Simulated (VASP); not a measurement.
A run of VASP 6.6.1 is set up as follows.

The input INCAR:

```
SYSTEM = Co
ALGO     = Normal         ! electronic algorithm
EDIFF    = 1E-6           ! SCF threshold, eV
ENCUT    = 520            ! plane-wave cutoff, eV
GGA      = CA             ! functional
ISIF     = 2              ! what is computed and relaxed
ISMEAR   = 1              ! smearing method
ISPIN    = 2              ! spin polarisation
LASPH    = .True.         ! aspherical terms in the spheres
LCHARG   = .False.        ! write CHGCAR
LMAXMIX  = 4              ! l up to which the mixer works
LORBIT   = 11             ! projections on sites
LREAL    = .False.        ! projectors in reciprocal space
LWAVE    = .False.        ! write WAVECAR
MAGMOM   = 1.558 1.558    ! initial moments
NBANDS   = 20             ! bands
NELM     = 150            ! most SCF steps
PREC     = Accurate       ! precision mode
SIGMA    = 0.03           ! smearing width, eV
```

The input KPOINTS:

```
k-points
0
Gamma
  15 15 8
  0 0 0
```

File POSCAR:

```
Co
1.0
    2.4273810165      0.0000000000      0.0000000000
   -1.2136905082      2.1021736250      0.0000000000
    0.0000000000      0.0000000000      3.9230481332
Co
2
Direct
    0.3333333333      0.6666666667      0.2500000000
    0.6666666667      0.3333333333      0.7500000000
```

Potentials or basis: VASP PAW LDA potentials, release 64 (Co).

Command:

```sh
$ cat potpaw_LDA.64/Co/POTCAR > POTCAR
$ mpirun -np 1 vasp_std > vasp.out
```

What does it give for the pressure?

-0.9 GPa.

Predict the net moment.

3.02 μB per cell.

Stress tensor (GPa, compression positive):
```
-0.46  0.00  0.00
 0.00 -0.46  0.00
 0.00  0.00 -1.68
```
